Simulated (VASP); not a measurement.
MgO (rocksalt type): single point with LDA

The system is MgO (rocksalt type).

```
CELL_PARAMETERS angstrom
0.00000 2.07962 2.07962
2.07962 0.00000 2.07962
2.07962 2.07962 0.00000
ATOMIC_POSITIONS crystal
Mg 0.00000 0.00000 0.00000
O 0.50000 0.50000 0.50000
```

* Program: VASP 6.6.1
* Task: single point
* Functional: LDA
* Potentials or basis: VASP PAW LDA potentials, release 64 (Mg, O)
* Cutoff: 600 eV
* k mesh: 15 × 15 × 15
* Occupations: fermi-dirac, width 0.05 eV
* Spin: no spin polarisation

* Pressure: -2.0 GPa
* Band gap on the k mesh: 5.04 eV, direct

Levels at points of the mesh, in eV from the valence-band top:
```
           k point  band 1  band 2  band 3  band 4  band 5  band 6  band 7  band 8
(0.00, 0.00, 0.00)  -17.20    0.00    0.00    0.00    5.04   15.73   15.73   15.73
```

Wall time 26 s on 1 thread of Intel(R) Xeon(R) Platinum 8259CL CPU @ 2.50GHz (Skylake/Cascade Lake), with other jobs on the host, peak memory 0.14 GiB.

A k mesh can miss the band edges. LDA gaps usually lie below the measured ones, often by a third to a half.
